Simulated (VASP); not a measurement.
A run of VASP 6.6.1 is set up as follows.

Contents of INCAR:

```
SYSTEM = Sc
PREC     = Accurate       ! precision mode
ENCUT    = 500            ! plane-wave cutoff, eV
EDIFF    = 1E-6           ! SCF threshold, eV
ISMEAR   = -1             ! smearing method
SIGMA    = 0.08           ! smearing width, eV
LREAL    = .False.        ! projectors in reciprocal space
LASPH    = .True.         ! aspherical terms in the spheres
NELM     = 200            ! most SCF steps
ALGO     = Normal         ! electronic algorithm
ISIF     = 2              ! what is computed and relaxed
LWAVE    = .False.        ! write WAVECAR
LCHARG   = .False.        ! write CHGCAR
ISPIN    = 2              ! spin polarisation
MAGMOM   = 1 1            ! initial moments
LORBIT   = 11             ! projections on sites
LMAXMIX  = 4              ! l up to which the mixer works
GGA      = PS             ! functional
NBANDS   = 22             ! bands
GGA_COMPAT= .False.
```

The input KPOINTS:

```
regular mesh
0
Gamma
  14 14 8
  0 0 0
```

POSCAR

```
Sc
1.0
    3.3345355097      0.0000000000      0.0000000000
   -1.6672677548      2.8877924612      0.0000000000
    0.0000000000      0.0000000000      5.4027458635
Sc
2
Direct
    0.3333333333      0.6666666667      0.2500000000
    0.6666666667      0.3333333333      0.7500000000
```

Potentials or basis: VASP PAW PBE potentials, release 64 (Sc_sv).

Launch:

```sh
$ cat potpaw_PBE.64/Sc_sv/POTCAR > POTCAR
$ mpirun -np 1 vasp_std > vasp.out
```

Question: Predict the band gap on the k mesh.

Answer: Zero (filled and empty bands overlap).

Question: Predict the pressure.

Answer: -4.5 GPa.

Question: What does it give for the net moment?

Answer: 0.00 μB per cell.

Stress tensor (GPa, compression positive):
```
-3.69  0.00  0.00
 0.00 -3.69  0.00
 0.00  0.00 -6.03
```

Caveat: the cell stands under tension; the PAW data sets were made with another functional, which shifts forces and pressure a little.
